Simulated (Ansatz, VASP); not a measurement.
## CoSi in VASP and in Ansatz

```
Co Si
1.0
     4.43084    0.00000    0.00000
     0.00000    4.43084    0.00000
     0.00000    0.00000    4.43084
Co Si
4 4
Cartesian
  0.6426 0.6426 0.6426
  1.5729 3.7883 2.8580
  2.8580 1.5729 3.7883
  3.7883 2.8580 1.5729
  3.7359 3.7359 3.7359
  2.9104 0.6949 1.5205
  1.5205 2.9104 0.6949
  0.6949 1.5205 2.9104
```

Alike in both runs: functional PBE; k mesh 8 × 8 × 8; occupations gaussian, width 0.1 eV; no spin polarisation.

Ansatz relaxed the structure, and its values are those at the end. VASP's run is a single point on that final structure, the one shown.

|  | VASP | Ansatz |
| --- | --- | --- |
| version | VASP 6.6.1 | Ansatz 0.2.0 |
| potentials or method | VASP PAW PBE potentials, release 64 (Co, Si), cutoff 600 eV | scalar-relativistic, plane waves, PAW |
| valence electrons in the cell | 52 | 84 |

```csv
,VASP,Ansatz,Ansatz less VASP
gap on the k mesh at the Fermi level (eV),none,none,-
pressure (GPa),-0.2,0.0,+0.12
```

A gap of «none» marks a metal or a gap that the smearing closes. VASP's potentials hold 52 valence electrons a cell and Ansatz's 84, so a difference there can come from the potentials and not from the codes.
